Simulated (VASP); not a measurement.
Set up this calculation in VASP 6.6.1, as the native input.

| Property | Result |
| --- | --- |
| Task | single point |
| Functional | r2SCAN |
| Potentials or basis | VASP PAW PBE potentials, release 64 (Mn_pv, O) |
| Cutoff | 660 eV |
| k mesh | 7 × 7 × 7 |
| Occupations | gaussian, width 0.05 eV |
| Spin | collinear spin, ferromagnetic start |
| Starting moments | [4.71, 0.26] μB |
| Hubbard terms | Mn d U = 2.0 eV, J = 0.9 eV |
| Dipole correction | no |
| LDAUTYPE | 1 |
| Hund's J | 0.9 |
| Further INCAR settings | ALGO = Normal; EDIFF = 1e-06; NBANDS = 20 |

MnO:

```xyz
2
Lattice="0.0000 2.2220 2.2220 2.2220 0.0000 2.2220 2.2220 2.2220 0.0000" Properties=species:S:1:pos:R:3 pbc="T T T"
Mn    0.0000    0.0000    0.0000
O     2.2220    2.2220    2.2220
```

These files were run (other wordings do the same):

POSCAR

```
MnO
1.0
    0.0000000000      2.2220003300      2.2220003300
    2.2220003300      0.0000000000      2.2220003300
    2.2220003300      2.2220003300      0.0000000000
Mn O
1 1
Direct
    0.0000000000      0.0000000000      0.0000000000
    0.5000000000      0.5000000000      0.5000000000
```

INCAR.step1

```
ALGO = Normal
EDIFF = 1E-5
ENCUT = 660
GGA = PE
GGA_COMPAT = F
ISMEAR = 0
ISPIN = 2
LASPH = T
LCHARG = F
LDAU = T
LDAUJ = 0.9 0
LDAUL = 2 -1
LDAUTYPE = 1
LDAUU = 2 0
LMAXMIX = 4
LREAL = F
LWAVE = T
MAGMOM = 4.71 0.26
NBANDS = 20
NELM = 200
PREC = Accurate
SIGMA = 0.05
```

INCAR.step2

```
ALGO = Normal
EDIFF = 1E-6
ENCUT = 660
GGA_COMPAT = F
ISIF = 2
ISMEAR = 0
ISPIN = 2
ISTART = 1
LASPH = T
LCHARG = T
LDAU = T
LDAUJ = 0.9 0
LDAUL = 2 -1
LDAUPRINT = 1
LDAUTYPE = 1
LDAUU = 2 0
LELF = T
LMAXMIX = 4
LMIXTAU = T
LORBIT = 11
LREAL = F
LVHAR = T
LWAVE = F
MAGMOM = 4.71 0.26
METAGGA = R2SCAN
NBANDS = 20
NELM = 200
PREC = Accurate
SIGMA = 0.05
```

KPOINTS

```
k-points
0
Gamma
  7 7 7
```

Potentials or basis: VASP PAW PBE potentials, release 64 (Mn_pv, O).

Launch:

```console
$ cat potpaw_PBE.64/Mn_pv/POTCAR potpaw_PBE.64/O/POTCAR > POTCAR
$ cp INCAR.step1 INCAR
$ mpirun -np 1 vasp_std > vasp.out
$ cp INCAR.step2 INCAR
$ mpirun -np 1 vasp_std > vasp.out
```

It gave:

| Quantity | Value |
| --- | --- |
| Pressure | 1.3 GPa |
| Band gap on the k mesh | 0.30 eV, indirect (least direct gap 3.05 eV) |
| Net moment | 5.00 μB per cell |
| Site moments | Mn +4.58; O +0.21 μB |
| Valence electrons inside the program's atomic spheres | Mn 11.34; O 5.04 |

Caveat: the PAW data sets were made with another functional, which shifts forces and pressure a little; a cell with one magnetic atom can't hold antiferromagnetic order, which such compounds often take.

Wall time 52 s on 1 thread of Intel(R) Xeon(R) 6975P-C (Granite Rapids) (shared host), peak memory 0.18 GiB.
